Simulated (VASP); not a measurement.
**W2O3: single point with PBE**

W2O3:

```
W O
1.0
     4.82005    0.00000    0.00000
     0.00000    4.82005    0.00000
     0.00000    0.00000    4.82005
W O
4 6
Direct
  0.25000 0.25000 0.25000
  0.75000 0.75000 0.25000
  0.75000 0.25000 0.75000
  0.25000 0.75000 0.75000
  0.50000 0.00000 0.00000
  0.00000 0.50000 0.00000
  0.00000 0.00000 0.50000
  0.50000 0.50000 0.00000
  0.50000 0.00000 0.50000
  0.00000 0.50000 0.50000
```

```
Program                : VASP 6.6.1
Task                   : single point
Functional             : PBE
Potentials or basis    : VASP PAW PBE potentials, release 64 (W_sv, O)
Cutoff                 : 520 eV
k mesh                 : 12 × 12 × 12
Occupations            : fermi-dirac, width 0.0612256 eV
Spin                   : no spin polarisation
Dipole correction      : no
Further INCAR settings : ALGO = Normal; EDIFF = 1e-07; NBANDS = 57
```

| Quantity | Value |
| --- | --- |
| Pressure | 7.2 GPa |
| Band gap on the k mesh | zero (bands 46 and 47 overlap by 0.31 eV) |

Levels at points of the mesh, in eV from the Fermi level:
```csv
k point,band 42,band 43,band 44,band 45,band 46,band 47,band 48,band 49,band 50,band 51
"(0.00, 0.00, 0.00)",-1.03,-1.03,-1.03,-0.54,-0.54,0.86,0.86,0.86,1.62,1.82
"(0.50, 0.00, 0.00)",-2.34,-0.24,-0.24,0.10,0.10,0.24,0.24,0.51,0.51,1.64
"(0.50, 0.50, 0.00)",-1.39,-0.62,-0.62,-0.22,-0.22,0.07,0.07,1.07,1.07,1.13
"(0.50, 0.50, 0.50)",-0.75,-0.75,-0.75,0.01,0.01,0.15,0.15,0.15,1.29,1.29
```

Wall time 14 min on 1 thread of Intel Xeon 8259CL (shared host), peak memory 0.47 GiB.

Caveat: the cell stands under pressure; spin-orbit coupling is left out, which moves the levels of the heavy elements.
